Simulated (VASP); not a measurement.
# Sr3Ca (Pm-3m) in VASP: notebook

Runs on Sr3Ca. Level: LDA. Tasks: single point, relaxation of cell and atoms.

Program: VASP 6.6.1. These are calculated values, not measurements. Logs are shortened: lines on timing, memory, paths and dates and some standing lists are left out, and cuts for length are marked.

### Step 1. The cell of the first run

The structure is cubic, space group Pm-3m (No. 221). Conventional cell: a = 5.681 Å, b = 5.681 Å, c = 5.681 Å, α = 90.00°, β = 90.00°, γ = 90.00°. Sr (site symmetry 4/mmm) has 8 Sr at 4.02 Å and 4 Ca at 4.02 Å within 5.3 Å. Within 5.3 Å of Ca (site symmetry m-3m) lie 12 Sr at 4.02 Å.

### Step 2. Single point, LDA

Input file INCAR:

```
ALGO = Normal ; EDIFF = 1E-6
ENCUT = 520 ; ISIF = 2
ISMEAR = 1 ; LASPH = True
LCHARG = False ; LREAL = False
LWAVE = False ; NBANDS = 28
NELM = 100 ; PREC = Accurate
SIGMA = 0.02
```

Input file KPOINTS:

```
k-points
0
Gamma
  4 4 4
```

Input file POSCAR:

```
Sr3Ca
1.0
    5.6807067901      0.0000000000      0.0000000000
    0.0000000000      5.6807067901      0.0000000000
    0.0000000000      0.0000000000      5.6807067901
Sr Ca
3 1
Direct
    0.0000000000      0.5000000000      0.5000000000
    0.5000000000      0.0000000000      0.5000000000
    0.5000000000      0.5000000000      0.0000000000
    0.0000000000      0.0000000000      0.0000000000
```

Potentials or basis: VASP PAW LDA potentials, release 64 (Sr_sv, Ca_sv).

On the command line:

```bash
$ cat potpaw_LDA.64/Sr_sv/POTCAR potpaw_LDA.64/Ca_sv/POTCAR > POTCAR
$ mpirun -np 1 vasp_std > vasp.out
```

OUTCAR:

```text
EDIFF = 1E-6
   ENCUT = 520
   ISIF = 2
   ISMEAR = 1
   LASPH = True
   LREAL = False
   NELM = 100
   PREC = Accurate

 ion  position               nearest neighbor table
   1  0.000  0.500  0.500-   2 4.02   3 4.02   4 4.02   3 4.02   4 4.02   2 4.02   4 4.02   4 4.02
                             2 4.02   3 4.02   3 4.02   2 4.02
   2  0.500  0.000  0.500-   1 4.02   3 4.02   4 4.02   3 4.02   4 4.02   1 4.02   3 4.02   3 4.02
                             1 4.02   4 4.02   4 4.02   1 4.02
   3  0.500  0.500  0.000-   1 4.02   2 4.02   4 4.02   1 4.02   2 4.02   2 4.02   4 4.02   2 4.02
                             1 4.02   4 4.02   1 4.02   4 4.02
   4  0.000  0.000  0.000-   1 4.02   2 4.02   3 4.02   1 4.02   2 4.02   1 4.02   3 4.02   1 4.02
                             2 4.02   3 4.02   2 4.02   3 4.02

  LATTYP: Found a simple cubic cell.
 ALAT       =     5.6807067901

  Lattice vectors:

 A1 = (   5.6807067901,   0.0000000000,   0.0000000000)
 A2 = (   0.0000000000,   5.6807067901,   0.0000000000)
 A3 = (   0.0000000000,   0.0000000000,   5.6807067901)

Analysis of symmetry for initial positions (statically):
=====================================================================
 Subroutine PRICEL returns:
 Original cell was already a primitive cell.

 Routine SETGRP: Setting up the symmetry group for a
 simple cubic supercell.

 Subroutine GETGRP returns: Found 48 space group operations
 (whereof 48 operations were pure point group operations)
 out of a pool of 48 trial point group operations.

The static configuration has the point symmetry O_h .

Analysis of symmetry for dynamics (positions and initial velocities):
=====================================================================
 Subroutine PRICEL returns:
 Original cell was already a primitive cell.

 Routine SETGRP: Setting up the symmetry group for a
 simple cubic supercell.

 Subroutine GETGRP returns: Found 48 space group operations
 (whereof 48 operations were pure point group operations)
 out of a pool of 48 trial point group operations.

The dynamic configuration has the point symmetry O_h .

 Subroutine INISYM returns: Found 48 space group operations
 (whereof 48 operations are pure point group operations),
 and found     1 'primitive' translations

----------------------------------------------------------------------------------------

                                     Primitive cell

  volume of cell :     183.3188

  direct lattice vectors                    reciprocal lattice vectors
     5.680706790  0.000000000  0.000000000     0.176034433  0.000000000  0.000000000
     0.000000000  5.680706790  0.000000000     0.000000000  0.176034433  0.000000000
     0.000000000  0.000000000  5.680706790     0.000000000  0.000000000  0.176034433

  length of vectors
     5.680706790  5.680706790  5.680706790     0.176034433  0.176034433  0.176034433

  position of ions in fractional coordinates (direct lattice)
     0.000000000  0.500000000  0.500000000
     0.500000000  0.000000000  0.500000000
     0.500000000  0.500000000  0.000000000
     0.000000000  0.000000000  0.000000000

  ion indices of the primitive-cell ions
   primitive index   ion index
                 1           1
                 2           2
                 3           3
                 4           4

----------------------------------------------------------------------------------------

 KPOINTS: k-points

Automatic generation of k-mesh.
 Grid dimensions read from file:
 generate k-points for:    4    4    4

 Generating k-lattice:

  Cartesian coordinates                     Fractional coordinates (reciprocal lattice)
     0.044008608  0.000000000  0.000000000     0.250000000  0.000000000  0.000000000
     0.000000000  0.044008608  0.000000000     0.000000000  0.250000000  0.000000000
     0.000000000  0.000000000  0.044008608     0.000000000  0.000000000  0.250000000

  Length of vectors
     0.044008608  0.044008608  0.044008608

  Shift w.r.t. Gamma in fractional coordinates (k-lattice)
     0.000000000  0.000000000  0.000000000

 Subroutine IBZKPT returns following result:
 ===========================================

 Found     10 irreducible k-points:

 Following reciprocal coordinates:
            Coordinates               Weight
  0.000000  0.000000  0.000000      1.000000
  0.250000  0.000000  0.000000      6.000000
  0.500000  0.000000  0.000000      3.000000
  0.250000  0.250000  0.000000     12.000000
  0.500000  0.250000  0.000000     12.000000
  0.500000  0.500000  0.000000      3.000000
  0.250000  0.250000  0.250000      8.000000
  0.500000  0.250000  0.250000     12.000000
  0.500000  0.500000  0.250000      6.000000
  0.500000  0.500000  0.500000      1.000000
   k-points           NKPTS =     10   k-points in BZ     NKDIM =     10   number of bands    NBANDS=     28
   number of dos      NEDOS =    301   number of ions     NIONS =      4
   total plane-waves  NPLWV =  74088
   dimension x,y,z NGX =    42 NGY =   42 NGZ =   42
   dimension x,y,z NGXF=    84 NGYF=   84 NGZF=   84
   ions per type =               3   1
   NGX,Y,Z   is equivalent  to a cutoff of  12.29, 12.29, 12.29 a.u.
   NGXF,Y,Z  is equivalent  to a cutoff of  24.58, 24.58, 24.58 a.u.
 SYSTEM =  unknown system
   PREC   = accura    normal or accurate (medium, high low for compatibility)
   ISTART =      0    job   : 0-new  1-cont  2-samecut
   ICHARG =      2    charge: 1-file 2-atom 10-const
   ISPIN  =      1    spin polarized calculation?
   LNONCOLLINEAR =      F non collinear calculations
   LSORBIT =      F    spin-orbit coupling
   LASPH  =      T    aspherical Exc in radial PAW
   ENCUT  =  520.0 eV  38.22 Ry    6.18 a.u.  10.56 10.56 10.56*2*pi/ulx,y,z
   NELM   =    100;   NELMIN=  2; NELMDL= -5     # of ELM steps
   EDIFF  = 0.1E-05   stopping-criterion for ELM
   LREAL  =      F    real-space projection
   EDIFFG = 0.1E-04   stopping-criterion for IOM
   NSW    =      0    number of steps for IOM
   IBRION =     -1    ionic relax: 0-MD 1-quasi-New 2-CG
   NFREE  =      0    steps in history (QN), initial steepest desc. (CG)
   ISIF   =      2    stress and relaxation
   ISYM   =      2    0-nonsym 1-usesym 2-fastsym
   POTIM  = 0.5000    time-step for ionic-motion
   TEBEG  =    0.0;   TEEND  =   0.0 temperature during run
   PSTRESS=    0.0 pullay stress
   NELECT =      40.0000    total number of electrons
   NUPDOWN=      -1.0000    fix difference up-down
   EMIN   =  10.00;   EMAX   =-10.00  energy-range for DOS
   EFERMI =   0.00;   METHOD = LEGACY
   ISMEAR =     1;   SIGMA  =   0.02  broadening in eV -4-tet -1-fermi 0-gaus
   EFERMI_NEDOS =   21; number of points for ismear=-14 and -15
   IALGO  =     38    algorithm
   IMIX   =      4    mixing-type and parameters
     AMIX     =   0.40;   BMIX     =  1.00
     AMIX_MAG =   1.60;   BMIX_MAG =  1.00
  volume/ion in A,a.u.               =      45.83       309.27
  Fermi-wavevector in a.u.,A,eV,Ry     =   0.985581  1.862479 13.216298  0.971370
  Thomas-Fermi vector in A             =   2.116899
   LORBIT       =      0    0 simple, 1 ext, 2 COOP (PROOUT), +10 PAW based schemes
   GGA     = CA    functional components
   LHFCALC =     F    Hartree Fock is set to
   AEXX    =    0.0000 exact exchange contribution
   IVDW    =     0    specifies the selected vdW correction
   LEPSILON=     F    determine dielectric tensor
   LRPA    =     F    only Hartree local field effects (RPA)
 non-spin polarized calculation
 Methfessel and Paxton  Order N= 1 SIGMA  =   0.02
  energy-cutoff  :      520.00
  volume of cell :      183.32
 maximum number of plane-waves:      4972
   NGX = 21   NGY = 21   NGZ = 21

 number of electron      40.0000001 magnetization

 Free energy of the ion-electron system (eV)
  ---------------------------------------------------
  ext. energy  EPLUGINS =         0.00000000
  ---------------------------------------------------
  free energy    TOTEN  =        -7.88105927 eV

  energy without entropy =       -7.88039338  energy(sigma->0) =       -7.88083731

 E-fermi :   2.0188     XC(G=0):  -8.0389

 val. band max:        1.8302511499   @ k =   0.5000   0.0000   0.0000
 cond. band min:       2.0260248026   @ k =   0.5000   0.2500   0.2500
 fundamental gap:      0.1957736527
 Fermi energy:         2.0187752590

 k-point     1 :       0.0000    0.0000    0.0000
  band No.  band energies     occupation
      1     -39.7300      2.00000
      2     -34.1873      2.00000
      3     -34.1540      2.00000
      4     -34.1540      2.00000
      5     -21.0179      2.00000
      6     -21.0179      2.00000
[... 20 lines left out ...]
     27       4.2502      0.00000
     28       4.2502      0.00000

 k-point     2 :       0.2500    0.0000    0.0000
  band No.  band energies     occupation
      1     -39.7300      2.00000
      2     -34.1831      2.00000
      3     -34.1582      2.00000
      4     -34.1540      2.00000
      5     -21.0180      2.00000
      6     -21.0177      2.00000
[... 20 lines left out ...]
     27       3.8079      0.00000
     28       4.4322      0.00000

 k-point     3 :       0.5000    0.0000    0.0000
  band No.  band energies     occupation
      1     -39.7300      2.00000
      2     -34.1762      2.00000
      3     -34.1651      2.00000
      4     -34.1539      2.00000
      5     -21.0182      2.00000
      6     -21.0176      2.00000
[... 20 lines left out ...]
     27       3.9365      0.00000
     28       4.2155      0.00000

 k-point     4 :       0.2500    0.2500    0.0000
  band No.  band energies     occupation
      1     -39.7300      2.00000
      2     -34.1793      2.00000
      3     -34.1595      2.00000
      4     -34.1564      2.00000
      5     -21.0182      2.00000
      6     -21.0179      2.00000
[... 20 lines left out ...]
     27       3.5262      0.00000
     28       4.3160      0.00000

 k-point     5 :       0.5000    0.2500    0.0000
  band No.  band energies     occupation
      1     -39.7300      2.00000
      2     -34.1729      2.00000
      3     -34.1650      2.00000
      4     -34.1572      2.00000
      5     -21.0183      2.00000
      6     -21.0181      2.00000
[... 20 lines left out ...]
     27       3.7456      0.00000
     28       3.8421      0.00000

 k-point     6 :       0.5000    0.5000    0.0000
  band No.  band energies     occupation
      1     -39.7299      2.00000
      2     -34.1650      2.00000
      3     -34.1650      2.00000
      4     -34.1650      2.00000
      5     -21.0185      2.00000
      6     -21.0185      2.00000
[... 20 lines left out ...]
     27       3.1890      0.00000
     28       3.1890      0.00000

 k-point     7 :       0.2500    0.2500    0.2500
  band No.  band energies     occupation
      1     -39.7300      2.00000
      2     -34.1762      2.00000
      3     -34.1595      2.00000
      4     -34.1595      2.00000
      5     -21.0182      2.00000
      6     -21.0182      2.00000
[... 20 lines left out ...]
     27       3.2459      0.00000
     28       4.4178      0.00000

 k-point     8 :       0.5000    0.2500    0.2500
  band No.  band energies     occupation
      1     -39.7299      2.00000
      2     -34.1706      2.00000
      3     -34.1650      2.00000
      4     -34.1595      2.00000
      5     -21.0185      2.00000
      6     -21.0183      2.00000
[... 20 lines left out ...]
     27       3.8613      0.00000
     28       4.0211      0.00000

 k-point     9 :       0.5000    0.5000    0.2500
  band No.  band energies     occupation
      1     -39.7299      2.00000
      2     -34.1650      2.00000
      3     -34.1650      2.00000
      4     -34.1650      2.00000
      5     -21.0187      2.00000
      6     -21.0187      2.00000
[... 20 lines left out ...]
     27       3.8302      0.00000
     28       3.8305      0.00000

 k-point    10 :       0.5000    0.5000    0.5000
  band No.  band energies     occupation
      1     -39.7299      2.00000
      2     -34.1649      2.00000
      3     -34.1649      2.00000
      4     -34.1649      2.00000
      5     -21.0189      2.00000
      6     -21.0189      2.00000
[... 20 lines left out ...]
     27       4.0769      0.00000
     28       4.0777      0.00000

------------------------ aborting loop because EDIFF is reached ----------------------------------------

  FORCE on cell =-STRESS in cart. coord.  units (eV):
  Direction    XX          YY          ZZ          XY          YZ          ZX
  --------------------------------------------------------------------------------------
  -------------------------------------------------------------------------------------
  Total        0.0069317      0.0069317      0.0069317     -0.0000000     -0.0000000      0.0000000
  in kB        0.0605815      0.0605815      0.0605815     -0.0000000     -0.0000000      0.0000000
  external PRESSURE =       0.0605815 kB  Pullay stress =       0.0000000 kB

 VOLUME and BASIS-vectors are now :
 -----------------------------------------------------------------------------
  energy-cutoff  :      520.00
  volume of cell :      183.32
      direct lattice vectors                 reciprocal lattice vectors
     5.680706790  0.000000000  0.000000000     0.176034433  0.000000000  0.000000000
     0.000000000  5.680706790  0.000000000     0.000000000  0.176034433  0.000000000
     0.000000000  0.000000000  5.680706790     0.000000000  0.000000000  0.176034433

 POSITION                                       TOTAL-FORCE (eV/Angst)
 -----------------------------------------------------------------------------------
      0.00000      2.84035      2.84035         0.000000      0.000000      0.000000
      2.84035      0.00000      2.84035         0.000000      0.000000      0.000000
      2.84035      2.84035      0.00000         0.000000      0.000000      0.000000
      0.00000      0.00000      0.00000         0.000000      0.000000      0.000000
 -----------------------------------------------------------------------------------
    total drift:                                0.000000     -0.000000     -0.000000

  FREE ENERGIE OF THE ION-ELECTRON SYSTEM (eV)
  ---------------------------------------------------
  free  energy   TOTEN  =        -7.8810592723 eV

  energy  without entropy=       -7.8803933771  energy(sigma->0) =       -7.88083731
```

Run time: 30 s. Hardware: 1 thread of AMD EPYC 9R14 (Zen 4), shared host; peak memory 0.19 GiB.

What came out:

```yaml
Free_energy: -7.8811 eV
Pressure: 0.0 GPa
Band_gap_on_the_k_mesh: zero (band 20 reaches 2.07 eV, above the bottom of band 21 at 2.03 eV)
```

### Step 3. Relaxation of cell and atoms, LDA

This run uses another cell than the first one, of 53.70 Å³/atom, 1.172 times its volume.

Input file INCAR:

```
SYSTEM = Sr3Ca
  ALGO = Normal
  EDIFF = 1E-6
  EDIFFG = -0.03
  ENCUT = 600
  GGA = CA
  IBRION = 2
  ISIF = 3
  ISMEAR = 1
  LASPH = .True.
  LCHARG = .False.
  LREAL = .False.
  LWAVE = .False.
  NELM = 60
  NSW = 60
  PREC = Accurate
  SIGMA = 0.02
```

Input file KPOINTS:

```
k-points
0
Gamma
  4 4 4
  0 0 0
```

Input file POSCAR:

```
Sr3Ca
1.0
    5.9887520000      0.0000000000      0.0000000000
    0.0000000000      5.9887520000      0.0000000000
    0.0000000000      0.0000000000      5.9887520000
Sr Ca
3 1
Direct
    0.0000000000      0.5000000000      0.5000000000
    0.5000000000      0.0000000000      0.5000000000
    0.5000000000      0.5000000000      0.0000000000
    0.0000000000      0.0000000000      0.0000000000
```

Potentials or basis: VASP PAW LDA potentials, release 64 (Sr_sv, Ca_sv).

On the command line:

```bash
$ cat potpaw_LDA.64/Sr_sv/POTCAR potpaw_LDA.64/Ca_sv/POTCAR > POTCAR
$ mpirun -np 1 vasp_std > vasp.out
```

Wall time 1.9 min (1 thread of AMD EPYC 9R14 (Zen 4), shared host); peak memory 0.26 GiB.

Results (log left out):

```
Free energy                            : -7.8821 eV
Relaxed volume                         : 45.82 Å³/atom
Relaxed cell                           : a = 5.680 Å, b = 5.680 Å, c = 5.680 Å, α = 90.00°, β = 90.00°, γ = 90.00°
Space group after relaxing (to 0.05 Å) : Pm-3m (No. 221)
Energy gained by relaxing              : 52.7 meV/atom
Ionic steps                            : 4
Pressure after relaxing                : 0.0 GPa
Band gap on the k mesh                 : zero (band 20 reaches 2.07 eV, above the bottom of band 21 at 2.03 eV)
```

The path:
| step | energy change (eV) | largest force (eV/Å) | pressure (GPa) | volume (Å³) |
| --- | --- | --- | --- | --- |
| 1 | 0.0000 | 0.0000 | -1.86 | 214.79 |
| 2 | -0.1720 | 0.0000 | -0.95 | 195.99 |
| 3 | -0.2092 | 0.0000 | -0.22 | 186.00 |
| 4 | -0.2109 | 0.0000 | 0.01 | 183.29 |

Final structure:
```cif
data_structure
_symmetry_space_group_name_H-M 'P 1'
_symmetry_Int_Tables_number 1
_cell_length_a 5.6804
_cell_length_b 5.6804
_cell_length_c 5.6804
_cell_angle_alpha 90.000
_cell_angle_beta 90.000
_cell_angle_gamma 90.000
_cell_volume 183.29
loop_
_atom_site_label
_atom_site_type_symbol
_atom_site_fract_x
_atom_site_fract_y
_atom_site_fract_z
_atom_site_occupancy
Sr1 Sr 0.00000 0.50000 0.50000 1
Sr2 Sr 0.50000 0.00000 0.50000 1
Sr3 Sr 0.50000 0.50000 0.00000 1
Ca1 Ca 0.00000 0.00000 0.00000 1
```

Levels at points of the mesh, in eV from the Fermi level:
```
           k point  band 18  band 19  band 20  band 21  band 22  band 23
(0.00, 0.00, 0.00)    -1.02    -0.76    -0.76     0.15     0.15     0.15
(0.50, 0.00, 0.00)    -2.60    -0.19     0.05     0.47     0.47     0.73
(0.50, 0.50, 0.00)    -1.49    -1.49    -1.27     0.55     0.87     0.88
(0.50, 0.50, 0.50)    -1.21    -1.21    -1.21     0.10     0.10     0.10
```
